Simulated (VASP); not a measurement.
Here is a VASP 6.6.1 calculation.

INCAR

```
ALGO = Normal ; EDIFF = 1E-8
ENCUT = 520 ; GGA = PE
ISIF = 2 ; ISMEAR = -1
LASPH = True ; LCHARG = False
LEFG = True ; LREAL = False
LWAVE = False ; NBANDS = 15
NELM = 100 ; PREC = Accurate
SIGMA = 0.05
```

The input KPOINTS:

```
k-points
0
Gamma
  13 13 11
```

The input POSCAR:

```
HfB2
1.0
    3.0975624645      0.0000000000      0.0000000000
   -1.5487812323      2.6825677840      0.0000000000
    0.0000000000      0.0000000000      3.4329672075
Hf B
1 2
Direct
    0.0000000000      0.0000000000      0.0000000000
    0.3333333333      0.6666666667      0.5000000000
    0.6666666667      0.3333333333      0.5000000000
```

Potentials or basis: VASP PAW PBE potentials, release 64 (Hf_pv, B).

Launch:

```bash
$ cat potpaw_PBE.64/Hf_pv/POTCAR potpaw_PBE.64/B/POTCAR > POTCAR
$ mpirun -np 1 vasp_std > vasp.out
```

(1) Predict the band gap on the k mesh.

(2) Predict the pressure.

Results:

(1) zero (band 8 reaches 8.66 eV, above the bottom of band 9 at 7.59 eV).

(2) 12.3 GPa.

Caveat: without QUAD_EFG the Cq values of the log hold for a quadrupole moment of 1 mb, not for the nuclei; spin-orbit coupling is left out, which moves the levels of the heavy elements.
